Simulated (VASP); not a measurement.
Runs of VASP 6.6.1 on Os. The structure is that of space group P6_3/mmc (No. 194), or close to it. The cells are those of the table. 

```csv
task,cell,gap on the mesh (eV),pressure (GPa)
electric field gradients,"a = 2.734, b = 2.710, c = 4.320 Å, angles 89.6, 88.8, 119.1°, 2 atoms",none,9.2
single point,"a = 2.816, b = 2.816, c = 4.320 Å, angles 90.0, 90.0, 120.0°, 2 atoms",none,(a)
single point,"a = 2.761, b = 2.761, c = 4.320 Å, angles 90.0, 90.0, 120.0°, 2 atoms",none,0.4
single point,"a = 2.679, b = 2.679, c = 4.320 Å, angles 90.0, 90.0, 120.0°, 2 atoms",none,28.4
electric field gradients,"a = 2.761, b = 2.761, c = 4.320 Å, angles 90.0, 90.0, 120.0°, 2 atoms",none,0.4
```

Alike in all rows: level PBE; potentials or basis VASP PAW PBE potentials, release 64 (Os); no spin polarisation; k mesh 15 × 15 × 9; cutoff (eV) 520; smearing fermi-dirac 0.05 eV.

Q: Fill in the values left out.

A: (a) -13.5.

Caveats: spin-orbit coupling is left out, which moves the levels of the heavy elements; the stress differs along the axes, from -2 to 4 GPa (at least some runs); the cell stands under pressure (at least some runs); the stress differs along the axes, from -18 to -4 GPa (at least some runs); the stress differs along the axes, from 20 to 33 GPa (at least some runs).

A k mesh can miss the band edges, and the runs leave out spin-orbit coupling on Os.

A gap of «none» marks levels without a gap at the run's occupations.
